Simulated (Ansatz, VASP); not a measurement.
# BeS: VASP beside Ansatz

```
CELL_PARAMETERS angstrom
0.00000 2.43790 2.43790
2.43790 0.00000 2.43790
2.43790 2.43790 0.00000
ATOMIC_POSITIONS crystal
Be 0.00000 0.00000 0.00000
S 0.25000 0.25000 0.25000
```

Alike in both runs: functional PBE; k mesh 8 × 8 × 8; occupations gaussian, width 0.02 eV; no spin polarisation.

Ansatz relaxed the structure, and its values are those at the end. VASP's run is a single point on that final structure, the one shown.

|  | VASP | Ansatz |
| --- | --- | --- |
| version | VASP 6.6.1 | Ansatz 0.2.0 |
| potentials or method | VASP PAW PBE potentials, release 64 (Be, S), cutoff 600 eV | scalar-relativistic, plane waves, PAW |
| valence electrons in the cell | 8 | 8 |

```csv
,VASP,Ansatz,Ansatz less VASP
gap on the k mesh at the Fermi level (eV),3.15,3.15,0.000
least direct gap on the mesh (eV),5.68,5.66,-0.015
pressure (GPa),0.1,0.0,-0.06
```
